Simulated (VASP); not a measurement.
P, 1 atom in the cell. It takes space group P4/mmm (No. 123, tetragonal). The conventional cell has a = 2.423 Å, b = 2.423 Å, c = 2.326 Å, α = 90.00°, β = 90.00°, γ = 90.00°. Within 3.1 Å of P (site symmetry 4/mmm) lie 6 P at 2.33 to 2.42 Å.  This cell differs from its parent crystal: ratio of the length along z to the lengths across it x 0.96, volume and fractional coordinates fixed.

- Program: VASP 6.6.1
- Task: single point
- Functional: PBEsol
- Dispersion: D3(BJ)
- Potentials or basis: VASP PAW PBE potentials, release 64 (P)
- Cutoff: 520 eV
- k mesh: 28 × 28 × 28
- Occupations: gaussian, width 0.15 eV
- Spin: no spin polarisation
- Dipole correction: no
- Further INCAR settings: ALGO = Normal; EDIFF = 1e-06; NBANDS = 8

Potentials or basis: VASP PAW PBE potentials, release 64 (P).

Launch:

```console
$ cat potpaw_PBE.64/P/POTCAR > POTCAR
$ mpirun -np 1 vasp_std > vasp.out
```

Hardware: 1 thread of Intel(R) Xeon(R) 6975P-C (Granite Rapids), with other jobs on the host.

Problem. Estimate the wall time of this run.

Solution. It took 44 s on 1 thread of Intel(R) Xeon(R) 6975P-C (Granite Rapids), on a shared host, peak memory 0.26 GiB. Counts: scf iterations 10, k points 1800.
